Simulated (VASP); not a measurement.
LiF, 4 atoms in the cell. The structure is hexagonal, space group P6_3mc (No. 186). Conventional cell: a = 3.160 Å, b = 3.160 Å, c = 4.797 Å, α = 90.00°, β = 90.00°, γ = 120.00°. Within 2.5 Å of Li (site symmetry 3m) lie 4 F at 1.85 to 2.10 Å. F (site symmetry 3m) has 4 Li at 1.85 to 2.10 Å within 2.5 Å.  This cell differs from its parent crystal: c/a of the conventional cell at fixed volume 1.5180.

- Program: VASP 6.6.1
- Task: single point
- Functional: PBE
- Potentials or basis: VASP PAW PBE potentials, release 64 (Li_sv, F)
- Cutoff: 520 eV
- k mesh: 9 × 9 × 6
- Occupations: gaussian, width 0.05 eV
- Spin: no spin polarisation
- Dipole correction: no
- Further INCAR settings: ALGO = Normal; EDIFF = 1e-07; NBANDS = 18

Potentials or basis: VASP PAW PBE potentials, release 64 (Li_sv, F).

Run with:

```sh
$ cat potpaw_PBE.64/Li_sv/POTCAR potpaw_PBE.64/F/POTCAR > POTCAR
$ mpirun -np 1 vasp_std > vasp.out
```

Hardware: 1 thread of Intel(R) Xeon(R) Platinum 8488C (Sapphire Rapids), on a shared host.

**Question.** How long does it take, and how much memory?

**Answer.** It took 23 s on 1 thread of Intel(R) Xeon(R) Platinum 8488C (Sapphire Rapids), with other jobs on the host, peak memory 0.16 GiB. Counts: scf iterations 15, k points 48.
